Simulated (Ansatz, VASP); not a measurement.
**CdSe in VASP and in Ansatz**

File POSCAR:

```
CdSe
1.0
    0.0754753868      3.0834346228      3.0834346228
    3.0834346228      0.0754753868      3.0834346228
    3.0834346228      3.0834346228      0.0754753868
Cd Se
1 1
Direct
    0.0026982822      0.0026982822      0.0026982822
    0.2473017178      0.2473017178      0.2473017178
```

The input INCAR.step1:

```
  PREC = Accurate
  ENCUT = 520
  ISMEAR = 0
  SIGMA = 0.01
  LREAL = False
  LASPH = True
  NELM = 100
  NBANDS = 16
  GGA = PE
  ALGO = Normal
  EDIFF = 1E-4
  LWAVE = True
  LCHARG = False
```

INCAR.step2

```
  PREC = Accurate
  ENCUT = 520
  EDIFF = 1E-7
  ISMEAR = 0
  SIGMA = 0.01
  LREAL = False
  LASPH = True
  NELM = 100
  ALGO = Normal
  ISIF = 2
  LWAVE = False
  LCHARG = False
  METAGGA = R2SCAN
  LMIXTAU = True
  NBANDS = 16
  ISTART = 1
```

Contents of KPOINTS:

```
Automatic mesh
0
Gamma
  8 8 8
```

Input for Ansatz:

```yaml
crystal:
  lattice:
    - [0.0754753868, 3.0834346228, 3.0834346228]
    - [3.0834346228, 0.0754753868, 3.0834346228]
    - [3.0834346228, 3.0834346228, 0.0754753868]
  atoms:
    - { symbol: Cd, position: [0.0026982822, 0.0026982822, 0.0026982822] }
    - { symbol: Se, position: [0.2473017178, 0.2473017178, 0.2473017178] }
kpoints:
  mp_grid: { grid: [8, 8, 8] }
  band_path:
    path:
      - [0.0, 0.0, 0.0]
      - [-0.5, -0.5, 0.0]
      - [-0.375, -0.375, 0.25]
      - [-0.375, 0.0, 0.375]
      - [0.0, 0.0, 0.5]
      - [-0.5, -0.25, 0.25]
    npoints: 1
hamiltonian:
  xc: r2scan
scf:
  occupations: { method: fixed }
  n_extra_bands: 4
output:
  forces: true
  stress: true
  eigenvalues: true
```

Change from the starting cell: epitaxial_111 strain -1.9%.

Alike in both runs: task single point; functional r2SCAN; k mesh 8 × 8 × 8; no spin polarisation.

|  | VASP | Ansatz |
| --- | --- | --- |
| version | VASP 6.6.1 | Ansatz 0.2.0 |
| potentials or method | VASP PAW PBE potentials, release 64 (Cd, Se) | plane waves, PAW |
| plane-wave cutoff (eV) | 520 | 500 |
| occupations | gaussian, width 0.01 eV | fixed |
| valence electrons in the cell | 18 | 36 |

VASP gave:

| Quantity | Value |
| --- | --- |
| gap on the k mesh at the Fermi level (eV) | 1.00 |
| pressure (GPa) | 1.4 |
| traceless stress, the component that is largest in VASP (GPa) | -0.55 |
| rms of the force components (eV/Å) | 0.002 |

**Question.** Which values does Ansatz return?

**Answer.** gap on the k mesh at the Fermi level (eV): 1.01; pressure (GPa): 1.1; traceless stress, the component that is largest in VASP (GPa): -0.55; rms of the force components (eV/Å): 0.004.

VASP's potentials were made for PBE, not for r2SCAN. Atom by atom the forces differ by 0.002 eV/Å (rms over components). VASP's potentials hold 18 valence electrons a cell and Ansatz's 36, so a difference there can come from the potentials and not from the codes.
